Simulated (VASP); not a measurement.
# Ti3GePt (P6/mmm) in VASP: further runs

The runs below take Ti3GePt through single point, relaxation of cell and atoms, with PBE.

Everything below comes from runs of VASP 6.6.1. Logs are shortened: lines on timing, memory, paths and dates and some standing lists are left out, and cuts for length are marked.

## Step 1: The cell of the first run

Symmetry: P6/mmm, No. 191, hexagonal system. Conventional cell: a = 4.244 Å, b = 4.244 Å, c = 4.895 Å, α = 90.00°, β = 90.00°, γ = 120.00°. Within 2.8 Å of Ti (site symmetry mmm) lie 4 Ti at 2.12 Å and 2 Ge at 2.12 Å. Within 2.8 Å of Ge (site symmetry 6/mmm) lie 6 Ti at 2.12 Å and 2 Pt at 2.45 Å. Pt (site symmetry 6/mmm) has 2 Ge at 2.45 Å and 12 Ti at 3.24 Å within 3.3 Å.

The cell was built from a structure type or drawn by symmetry, and may not be a known phase.

## Step 2: Single point, PBE

INCAR reads:

```
SYSTEM = Ti3GePt
PREC = Accurate ; ENCUT = 520
EDIFF = 1E-7 ; ISMEAR = 0
SIGMA = 0.1 ; LREAL = .False.
LASPH = .True. ; NELM = 80
ALGO = Normal ; ISIF = 2
LWAVE = .False. ; LCHARG = .True.
GGA = PE ; LELF = .True.
LVHAR = .True. ; NBANDS = 38
```

KPOINTS reads:

```
Automatic mesh
0
Gamma
  6 6 4
  0 0 0
```

POSCAR reads:

```
Ti3GePt
1.0
    4.2444855500      0.0000000000      0.0000000000
   -2.1222427700      3.6758323100      0.0000000000
    0.0000000000      0.0000000000      4.8947175400
Ti Ge Pt
3 1 1
Direct
    0.5000000000      0.0000000000      0.5000000000
    0.0000000000      0.5000000000      0.5000000000
    0.5000000000      0.5000000000      0.5000000000
    0.0000000000      0.0000000000      0.5000000000
    0.0000000000      0.0000000000      0.0000000000
```

Potentials or basis: VASP PAW PBE potentials, release 64 (Ti_sv, Ge_d, Pt).

Run with:

```sh
$ cat potpaw_PBE.64/Ti_sv/POTCAR potpaw_PBE.64/Ge_d/POTCAR potpaw_PBE.64/Pt/POTCAR > POTCAR
$ mpirun -np 1 vasp_std > vasp.out
```

OUTCAR:

```text
SYSTEM = Ti3GePt
   PREC = Accurate
   ENCUT = 520
   EDIFF = 1E-7
   ISMEAR = 0
   LREAL = .False.
   LASPH = .True.
   NELM = 80
   ISIF = 2
   GGA = PE

 ion  position               nearest neighbor table
   1  0.500  0.000  0.500-   3 2.12   3 2.12   4 2.12   4 2.12   2 2.12   2 2.12
   2  0.000  0.500  0.500-   4 2.12   4 2.12   3 2.12   3 2.12   1 2.12   1 2.12
   3  0.500  0.500  0.500-   1 2.12   1 2.12   2 2.12   2 2.12   4 2.12   4 2.12
   4  0.000  0.000  0.500-   2 2.12   2 2.12   1 2.12   1 2.12   3 2.12   3 2.12   5 2.45   5 2.45

   5  0.000  0.000  0.000-   4 2.45   4 2.45

  LATTYP: Found a hexagonal cell.
 ALAT       =     4.2444855500
 C/A-ratio  =     1.1531945350

  Lattice vectors:

 A1 = (   4.2444855500,   0.0000000000,   0.0000000000)
 A2 = (  -2.1222427700,   3.6758323100,   0.0000000000)
 A3 = (   0.0000000000,   0.0000000000,   4.8947175400)

Analysis of symmetry for initial positions (statically):
=====================================================================
 Subroutine PRICEL returns:
 Original cell was already a primitive cell.

 Routine SETGRP: Setting up the symmetry group for a
 hexagonal supercell.

 Subroutine GETGRP returns: Found 24 space group operations
 (whereof 24 operations were pure point group operations)
 out of a pool of 24 trial point group operations.

The static configuration has the point symmetry D_6h.

Analysis of symmetry for dynamics (positions and initial velocities):
=====================================================================
 Subroutine PRICEL returns:
 Original cell was already a primitive cell.

 Routine SETGRP: Setting up the symmetry group for a
 hexagonal supercell.

 Subroutine GETGRP returns: Found 24 space group operations
 (whereof 24 operations were pure point group operations)
 out of a pool of 24 trial point group operations.

The dynamic configuration has the point symmetry D_6h.

 Subroutine INISYM returns: Found 24 space group operations
 (whereof 24 operations are pure point group operations),
 and found     1 'primitive' translations

----------------------------------------------------------------------------------------

                                     Primitive cell

  volume of cell :      76.3675

  direct lattice vectors                    reciprocal lattice vectors
     4.244485550  0.000000000  0.000000000     0.235599813  0.136023615  0.000000000
    -2.122242770  3.675832310  0.000000000     0.000000000  0.272047231  0.000000000
     0.000000000  0.000000000  4.894717540     0.000000000  0.000000000  0.204301881

  length of vectors
[... 89 lines left out ...]
   NFREE  =      0    steps in history (QN), initial steepest desc. (CG)
   ISIF   =      2    stress and relaxation
   ISYM   =      2    0-nonsym 1-usesym 2-fastsym
   POTIM  = 0.5000    time-step for ionic-motion
   TEBEG  =    0.0;   TEEND  =   0.0 temperature during run
   PSTRESS=    0.0 pullay stress
   NELECT =      60.0000    total number of electrons
   NUPDOWN=      -1.0000    fix difference up-down
   EMIN   =  10.00;   EMAX   =-10.00  energy-range for DOS
   EFERMI =   0.00;   METHOD = LEGACY
   ISMEAR =     0;   SIGMA  =   0.10  broadening in eV -4-tet -1-fermi 0-gaus
   EFERMI_NEDOS =   21; number of points for ismear=-14 and -15
   IALGO  =     38    algorithm
   IMIX   =      4    mixing-type and parameters
     AMIX     =   0.40;   BMIX     =  1.00
     AMIX_MAG =   1.60;   BMIX_MAG =  1.00
  volume/ion in A,a.u.               =      15.27       103.07
  Fermi-wavevector in a.u.,A,eV,Ry     =   1.510622  2.854662 31.048204  2.281979
  Thomas-Fermi vector in A             =   2.620787
   LORBIT       =      0    0 simple, 1 ext, 2 COOP (PROOUT), +10 PAW based schemes
   GGA     = PE    functional components
   LHFCALC =     F    Hartree Fock is set to
   AEXX    =    0.0000 exact exchange contribution
   IVDW    =     0    specifies the selected vdW correction
   LEPSILON=     F    determine dielectric tensor
   LRPA    =     F    only Hartree local field effects (RPA)
 non-spin polarized calculation
 Gauss-broadening in eV      SIGMA  =   0.10
  energy-cutoff  :      520.00
  volume of cell :       76.37
 maximum number of plane-waves:      2100
 NGX is ok and might be reduce to    32
   NGX = 15   NGY = 15   NGZ = 19

 number of electron      60.0000014 magnetization

 Free energy of the ion-electron system (eV)
  ---------------------------------------------------
  ext. energy  EPLUGINS =         0.00000000
  ---------------------------------------------------
  free energy    TOTEN  =       -20.09021865 eV

  energy without entropy =      -20.05861873  energy(sigma->0) =      -20.07441869

 E-fermi :   8.9169     XC(G=0): -11.8199

 val. band max:        8.9060468955   @ k =   0.1667   0.0000   0.0000
 cond. band min:       8.9421121133   @ k =   0.3333   0.1667   0.5000
 fundamental gap:      0.0360652178
 Fermi energy:         8.9168861938

 k-point     1 :       0.0000    0.0000    0.0000
  band No.  band energies     occupation
      1     -47.8316      2.00000
      2     -46.3221      2.00000
      3     -46.3221      2.00000
      4     -26.6459      2.00000
      5     -25.0945      2.00000
      6     -25.0945      2.00000
[... 850 lines left out ...]
     37      11.7253      0.00000
     38      13.3209      0.00000

------------------------ aborting loop because EDIFF is reached ----------------------------------------

  FORCE on cell =-STRESS in cart. coord.  units (eV):
  Direction    XX          YY          ZZ          XY          YZ          ZX
  --------------------------------------------------------------------------------------
  -------------------------------------------------------------------------------------
  Total       61.0218719     61.0218719     -7.7672430      0.0000001      0.0000000      0.0000000
  in kB     1280.2291846   1280.2291830   -162.9555248      0.0000017      0.0000000      0.0000000
  external PRESSURE =     799.1676143 kB  Pullay stress =       0.0000000 kB

 VOLUME and BASIS-vectors are now :
 -----------------------------------------------------------------------------
  energy-cutoff  :      520.00
  volume of cell :       76.37
      direct lattice vectors                 reciprocal lattice vectors
     4.244485550  0.000000000  0.000000000     0.235599813  0.136023615  0.000000000
    -2.122242770  3.675832310  0.000000000     0.000000000  0.272047231  0.000000000
     0.000000000  0.000000000  4.894717540     0.000000000  0.000000000  0.204301881

 POSITION                                       TOTAL-FORCE (eV/Angst)
 -----------------------------------------------------------------------------------
      2.12224      0.00000      2.44736         0.000000      0.000000      0.000000
     -1.06112      1.83792      2.44736        -0.000000      0.000000      0.000000
      1.06112      1.83792      2.44736        -0.000000      0.000000      0.000000
      0.00000      0.00000      2.44736        -0.000000      0.000000      0.000000
      0.00000      0.00000      0.00000        -0.000000      0.000000      0.000000
 -----------------------------------------------------------------------------------
    total drift:                                0.000000      0.000000     -0.000000

  FREE ENERGIE OF THE ION-ELECTRON SYSTEM (eV)
  ---------------------------------------------------
  free  energy   TOTEN  =       -20.0902186501 eV

  energy  without entropy=      -20.0586187321  energy(sigma->0) =      -20.07441869
```

OSZICAR:

```text
N       E                     dE             d eps       ncg     rms          rms(c)
DAV:   1     0.815862700118E+03    0.81586E+03   -0.30208E+04  1924   0.305E+03
DAV:   2     0.103905900002E+03   -0.71196E+03   -0.69096E+03  1602   0.800E+02
DAV:   3    -0.103782109692E+02   -0.11428E+03   -0.11000E+03  2204   0.225E+02
DAV:   4    -0.263667925787E+02   -0.15989E+02   -0.15577E+02  2568   0.766E+01
DAV:   5    -0.270791481260E+02   -0.71236E+00   -0.71045E+00  2212   0.152E+01    0.403E+01
DAV:   6    -0.405071003557E+02   -0.13428E+02   -0.36493E+02  1942   0.634E+01    0.522E+01
DAV:   7    -0.230652885284E+02    0.17442E+02   -0.50206E+01  1930   0.423E+01    0.158E+01
DAV:   8    -0.200110672530E+02    0.30542E+01   -0.16054E+01  2156   0.203E+01    0.942E+00
DAV:   9    -0.200986730111E+02   -0.87606E-01   -0.22194E+00  2184   0.981E+00    0.470E+00
DAV:  10    -0.200936462540E+02    0.50268E-02   -0.25726E-01  2502   0.394E+00    0.173E+00
DAV:  11    -0.200906108781E+02    0.30354E-02   -0.70073E-02  2366   0.175E+00    0.945E-01
DAV:  12    -0.200902678066E+02    0.34307E-03   -0.15425E-02  1918   0.920E-01    0.248E-01
DAV:  13    -0.200902005856E+02    0.67221E-04   -0.10566E-03  2282   0.241E-01    0.113E-01
DAV:  14    -0.200902187101E+02   -0.18124E-04   -0.21472E-04  2076   0.132E-01    0.358E-02
DAV:  15    -0.200902177510E+02    0.95917E-06   -0.39459E-05  2472   0.327E-02    0.123E-02
DAV:  16    -0.200902171012E+02    0.64974E-06   -0.78507E-06  1794   0.195E-02    0.114E-02
DAV:  17    -0.200902186264E+02   -0.15251E-05   -0.99629E-07  1942   0.842E-03    0.278E-03
DAV:  18    -0.200902186501E+02   -0.23701E-07   -0.66243E-08  1098   0.228E-03
   1 F= -.20090219E+02 E0= -.20074419E+02  d E =-.315999E-01
```

It took 51 s on 1 thread of Intel Xeon 6975P-C (Granite Rapids), shared host; peak memory 0.2 GiB.

What came out:

- Free energy: -20.0902 eV
- Pressure: 79.9 GPa
- Band gap on the k mesh: zero (bands 30 and 31 overlap by 1.56 eV)

Levels at points of the mesh, in eV from the Fermi level:
```
           k point  band 27  band 28  band 29  band 30  band 31  band 32  band 33  band 34
(0.00, 0.00, 0.00)    -2.05    -1.96    -1.96     0.31     0.31     0.84     0.84     3.75
(0.50, 0.00, 0.00)    -1.72    -1.59    -1.46    -0.53     0.96     1.42     1.65     1.67
(0.00, 0.00, 0.50)    -2.12    -2.12    -1.41    -1.41    -1.15     2.65     2.65     3.64
(0.50, 0.00, 0.50)    -1.08    -0.87    -0.63     0.06     1.20     1.41     1.62     1.88
```

Caveat: the cell stands under pressure; spin-orbit coupling is left out, which moves the levels of the heavy elements.

## Step 3: Single point, PBE

This run uses another cell than the first one, of 21.79 Å³/atom.

INCAR reads:

```
PREC = Accurate
ENCUT = 520
EDIFF = 1E-6
ISMEAR = 0
SIGMA = 0.1
LREAL = False
LASPH = True
NELM = 100
ALGO = Normal
ISIF = 2
LWAVE = False
LCHARG = False
GGA = PE
NBANDS = 38
```

KPOINTS reads:

```
regular mesh
0
Gamma
  6 6 4
```

POSCAR, as its differences from that of step 2:

```diff
@@ -2,5 +2,5 @@
 1.0
-    4.2444855500      0.0000000000      0.0000000000
-   -2.1222427700      3.6758323100      0.0000000000
-    0.0000000000      0.0000000000      4.8947175400
+    5.2521491330     -0.0000000036      0.0000000000
+   -2.6260745634      4.5484945755      0.0000000000
+    0.0000000000      0.0000000000      4.5596855727
 Ti Ge Pt
```

Potentials or basis: VASP PAW PBE potentials, release 64 (Ti_sv, Ge_d, Pt).

Run with:

```sh
$ cat potpaw_PBE.64/Ti_sv/POTCAR potpaw_PBE.64/Ge_d/POTCAR potpaw_PBE.64/Pt/POTCAR > POTCAR
$ mpirun -np 1 vasp_std > vasp.out
```

Run time: 85 s. Hardware: 1 thread of Intel Xeon 6975P-C (Granite Rapids), shared host; peak memory 0.27 GiB.

It converged, with:

| Quantity | Value |
| --- | --- |
| Free energy | -31.5642 eV |
| Pressure | 0.0 GPa |
| Band gap on the k mesh | zero (bands 30 and 31 overlap by 1.08 eV) |

Stress tensor (GPa, compression positive):
```
-0.02  0.00  0.00
 0.00 -0.02  0.00
 0.00  0.00  0.17
```

Levels at points of the mesh, in eV from the Fermi level:
```
           k point  band 27  band 28  band 29  band 30  band 31  band 32  band 33  band 34
(0.00, 0.00, 0.00)    -1.16    -0.94    -0.94    -0.87    -0.85     0.76     0.76     1.86
(0.50, 0.00, 0.00)    -1.46    -0.53    -0.20     0.12     0.24     0.53     0.74     0.91
(0.00, 0.00, 0.50)    -1.22    -1.18    -0.58    -0.58     0.76     1.28     1.28     2.14
(0.50, 0.00, 0.50)    -0.85    -0.28    -0.24     0.06     0.17     0.33     0.63     1.56
```

Caveat: spin-orbit coupling is left out, which moves the levels of the heavy elements.

## Step 4: Relaxation of cell and atoms, PBE

INCAR reads:

```
SYSTEM = Ti3GePt
PREC = Accurate
ENCUT = 600
EDIFF = 1E-6
ISMEAR = 0
SIGMA = 0.1
LREAL = .FALSE.
LASPH = .TRUE.
NELM = 60
ALGO = Normal
ISIF = 3
LWAVE = .FALSE.
LCHARG = .FALSE.
GGA = PE
IBRION = 2
NSW = 90
EDIFFG = -0.04
```

KPOINTS reads:

```
Automatic mesh
0
G
  6 6 4
  0 0 0
```

POSCAR, as its differences from that of step 3:

```diff
@@ -2,5 +2,5 @@
 1.0
-    5.2521491330     -0.0000000036      0.0000000000
-   -2.6260745634      4.5484945755      0.0000000000
-    0.0000000000      0.0000000000      4.5596855727
+    4.2444855500      0.0000000000      0.0000000000
+   -2.1222427700      3.6758323100      0.0000000000
+    0.0000000000      0.0000000000      4.8947175400
 Ti Ge Pt
```

Run with:

```sh
$ cat potpaw_PBE.64/Ti_sv/POTCAR potpaw_PBE.64/Ge_d/POTCAR potpaw_PBE.64/Pt/POTCAR > POTCAR
$ mpirun -np 1 vasp_std > vasp.out
```

Wall time 8.9 min (1 thread of Intel Xeon 6975P-C (Granite Rapids), shared host); peak memory 0.27 GiB.

Results (log left out):

```
Free energy                           : -31.5263 eV
Relaxed volume                        : 21.74 Å³/atom
Relaxed cell                          : a = 5.246 Å, b = 5.246 Å, c = 4.562 Å, α = 90.00°, β = 90.00°, γ = 120.00°
Space group after relaxing (to 0.1 Å) : P6/mmm (No. 191)
Energy gained by relaxing             : 2287.3 meV/atom
Ionic steps                           : 10
Pressure after relaxing               : 0.0 GPa
Band gap on the k mesh                : zero (bands 30 and 31 overlap by 1.09 eV)
```

Step by step:
```csv
step,energy change (eV),largest force (eV/Å),pressure (GPa),volume (Å³)
1,0.0000,0.0000,79.90,76.37
2,-5.0539,0.0000,-12.84,178.30
3,-11.2153,0.0000,-6.23,118.94
4,-11.2875,0.0000,-4.82,116.21
5,-11.3102,0.0000,-3.00,113.33
6,-11.3100,0.0000,-3.54,114.13
7,-11.4176,0.0000,0.59,108.15
8,-11.4335,0.0000,-0.66,109.61
9,-11.4360,0.0000,0.25,108.41
10,-11.4363,0.0000,0.00,108.72
```

Final structure:
```
Ti Ge Pt
1.0
     5.24581    0.00000    0.00000
    -2.62290    4.54300    0.00000
     0.00000    0.00000    4.56195
Ti Ge Pt
3 1 1
Cartesian
  2.6229 0.0000 2.2810
  -1.3115 2.2715 2.2810
  1.3115 2.2715 2.2810
  0.0000 0.0000 2.2810
  0.0000 0.0000 0.0000
```

Levels at points of the mesh, in eV from the Fermi level:
| k point | band 28 | band 29 | band 30 | band 31 | band 32 | band 33 |
| --- | --- | --- | --- | --- | --- | --- |
| (0.00, 0.00, 0.00) | -0.94 | -0.94 | -0.87 | -0.85 | 0.76 | 0.76 |
| (0.50, 0.00, 0.00) | -0.53 | -0.21 | 0.13 | 0.24 | 0.54 | 0.75 |
| (0.00, 0.00, 0.50) | -1.19 | -0.58 | -0.58 | 0.76 | 1.28 | 1.28 |
| (0.50, 0.00, 0.50) | -0.28 | -0.24 | 0.06 | 0.17 | 0.34 | 0.64 |

Caveat: the volume moved by over 15 % at a fixed basis, so the end points are rough; spin-orbit coupling is left out, which moves the levels of the heavy elements.

## Step 5: The runs side by side

| task | cell | cutoff (eV) | gap on the mesh (eV) | pressure (GPa) |
| --- | --- | --- | --- | --- |
| single point | a = 4.244, b = 4.244, c = 4.895 Å, angles 90.0, 90.0, 120.0°, 5 atoms | 520 | none | 79.9 |
| single point | a = 5.252, b = 5.252, c = 4.560 Å, angles 90.0, 90.0, 120.0°, 5 atoms | 520 | none | 0.0 |
| relaxation of cell and atoms | relaxed from a = 4.244, b = 4.244, c = 4.895 Å, angles 90.0, 90.0, 120.0°, 5 atoms | 600 | none | 0.0 |

Alike in all rows: level PBE; potentials or basis VASP PAW PBE potentials, release 64 (Ti_sv, Ge_d, Pt); no spin polarisation; k mesh 6 × 6 × 4; smearing gaussian 0.1 eV.

Caveats: spin-orbit coupling is left out, which moves the levels of the heavy elements; the cell stands under pressure (at least some runs); the volume moved by over 15 % at a fixed basis, so the end points are rough (at least some runs).

Total energies depend on the potentials used, so only differences within one code and one set of settings carry meaning.
